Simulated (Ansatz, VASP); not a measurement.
# BeTe: VASP beside Ansatz

INCAR

```
SYSTEM = BeTe
PREC     = Accurate       ! precision mode
ENCUT    = 600            ! plane-wave cutoff, eV
EDIFF    = 1E-6           ! SCF threshold, eV
ISMEAR   = 0              ! smearing method
SIGMA    = 0.1            ! smearing width, eV
LREAL    = .False.        ! projectors in reciprocal space
LASPH    = .True.         ! aspherical terms in the spheres
NELM     = 60             ! most SCF steps
ALGO     = Normal         ! electronic algorithm
ISIF     = 3              ! what is computed and relaxed
LWAVE    = .False.        ! write WAVECAR
LCHARG   = .False.        ! write CHGCAR
GGA      = PE             ! functional
IBRION   = 2              ! ionic algorithm
NSW      = 80             ! ionic steps
EDIFFG   = -0.01          ! ionic threshold
```

KPOINTS

```
regular mesh
0
Gamma
  14 14 14
  0 0 0
```

POSCAR

```
BeTe
1.0
    0.0000000000      2.6761802757      2.6761802757
    2.6761802757      0.0000000000      2.6761802757
    2.6761802757      2.6761802757      0.0000000000
Be Te
1 1
Direct
    0.0000000000      0.0000000000      0.0000000000
    0.5000000000      0.5000000000      0.5000000000
```

Input for Ansatz:

```yaml
crystal:
  lattice:
    - [0.0, 2.6761802757, 2.6761802757]
    - [2.6761802757, 0.0, 2.6761802757]
    - [2.6761802757, 2.6761802757, 0.0]
  atoms:
    - { symbol: Be, position: [0.0, 0.0, 0.0] }
    - { symbol: Te, position: [0.5, 0.5, 0.5] }
basis:
  ecutwfc: 420
kpoints:
  mp_grid: { grid: [14, 14, 14] }
hamiltonian:
  xc: pbe
scf:
  occupations: { method: gaussian, width: 0.1 }
output:
  forces: true
  stress: true
  eigenvalues: true
relax:
  adjacent_minimum: "off"
  f_tol: 0.01
  max_steps: 60
  cell: { stress_tol: 0.1 }
```

Alike in both runs: task relaxation of cell and atoms; functional PBE; k mesh 14 × 14 × 14; occupations gaussian, width 0.1 eV; no spin polarisation.

|  | VASP | Ansatz |
| --- | --- | --- |
| version | VASP 6.6.1 | Ansatz 0.2.0 |
| potentials or method | VASP PAW PBE potentials, release 64 (Be, Te), cutoff 600 eV | scalar-relativistic, plane waves, PAW |
| valence electrons in the cell | 8 | 18 |

```tsv
	VASP	Ansatz	Ansatz less VASP
gap on the k mesh at the Fermi level, each at its own relaxed structure (eV)	none	none	-
relaxed volume (Å³/atom)	19.30	19.26	-0.041
relaxed length of the cell vector where the two differ most in proportion (Å)	3.793	3.791	-0.0027
```

A gap of «none» marks a metal or a gap that the smearing closes. VASP's potentials hold 8 valence electrons a cell and Ansatz's 18, so a difference there can come from the potentials and not from the codes.

Spin-orbit coupling is off throughout.
